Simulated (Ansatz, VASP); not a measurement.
# Ag in VASP and in Ansatz

INCAR

```
PREC = Accurate ; ENCUT = 520
EDIFF = 1E-6 ; ISMEAR = -1
SIGMA = 0.1 ; LREAL = False
LASPH = True ; NELM = 80
ALGO = Normal ; ISIF = 2
LWAVE = False ; LCHARG = False
NBANDS = 12
```

File KPOINTS:

```
Automatic mesh
0
Gamma
  16 16 16
```

File POSCAR:

```
Ag
1.0
    2.4154801751      0.0000000000      0.0000000000
    0.0000000000      2.4154801751      0.0000000000
    0.0000000000      0.0000000000      2.4154801751
Ag
1
Direct
    0.0000000000      0.0000000000      0.0000000000
```

Input for Ansatz:

```yaml
crystal:
  lattice:
    - [2.4154801751, 0.0, 0.0]
    - [0.0, 2.4154801751, 0.0]
    - [0.0, 0.0, 2.4154801751]
  atoms:
    - { symbol: Ag, position: [0.0, 0.0, 0.0] }
kpoints:
  mp_grid: { grid: [16, 16, 16] }
scf:
  occupations: { method: fermi_dirac, width: 0.1 }
hamiltonian:
  xc: lda
  pseudopotentials: { kind: paw }
output:
  forces: true
  stress: true
  eigenvalues: true
  populations: true
```

Change from the starting cell: volume scaled by 0.76, PAW files.

Alike in both runs: task single point; functional LDA; k mesh 16 × 16 × 16; occupations fermi-dirac, width 0.1 eV; no spin polarisation.

```csv
,VASP,Ansatz
version,VASP 6.6.1,Ansatz 0.2.0
potentials or method,"VASP PAW LDA potentials, release 64 (Ag)","PAW with Ansatz's default frozen-core files, scalar-relativistic"
plane-wave cutoff (eV),520,420
valence electrons in the cell,11,19
```

```tsv
	VASP	Ansatz	Ansatz less VASP
pressure (GPa)	60.8	60.9	+0.10
```

LDA's correlation is that of Perdew and Zunger in VASP and of Perdew and Wang (1992) in Ansatz. Both programs put the cell under a high pressure, so it lies far from rest at this level. VASP's potentials hold 11 valence electrons a cell and Ansatz's 19, so a difference there can come from the potentials and not from the codes.

Noted on VASP's run: the cell as given lies far from equilibrium.
